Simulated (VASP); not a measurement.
Here is a VASP 6.6.1 calculation.

The input INCAR:

```
PREC     = Accurate       # precision mode
ENCUT    = 600            # plane-wave cutoff, eV
EDIFF    = 1E-6           # SCF threshold, eV
ISMEAR   = -1             # smearing method
SIGMA    = 0.05           # smearing width, eV
LREAL    = F              # projectors in reciprocal space
LASPH    = T              # aspherical terms in the spheres
NELM     = 200            # most SCF steps
ALGO     = Normal         # electronic algorithm
ISIF     = 2              # what is computed and relaxed
LWAVE    = F              # write WAVECAR
LCHARG   = F              # write CHGCAR
ISPIN    = 2              # spin polarisation
MAGMOM   = 3              # initial moments
LORBIT   = 11             # projections on sites
LMAXMIX  = 4              # l up to which the mixer works
GGA      = LIBXC          # functional
LIBXC1   = GGA_X_B88    
LIBXC2   = GGA_C_PBE    
NBANDS   = 14             # bands
GGA_COMPAT= F
```

File KPOINTS:

```
Automatic mesh
0
Gamma
  13 13 13
```

Contents of POSCAR:

```
Fe
1.0
   -1.4525565699      1.4525565699      1.4525565699
    1.4525565699     -1.4525565699      1.4525565699
    1.4525565699      1.4525565699     -1.4525565699
Fe
1
Direct
    0.0000000000      0.0000000000      0.0000000000
```

Potentials or basis: VASP PAW PBE potentials, release 64 (Fe).

Run with:

```sh
$ cat potpaw_PBE.64/Fe/POTCAR > POTCAR
$ mpirun -np 1 vasp_std > vasp.out
```

(1) Estimate the pressure.

(2) Estimate the site moments.

Answers

(1) -11.5 GPa.

(2) Fe +2.36 μB.

Caveat: the cell stands under tension; the PAW data sets were made with another functional, which shifts forces and pressure a little.
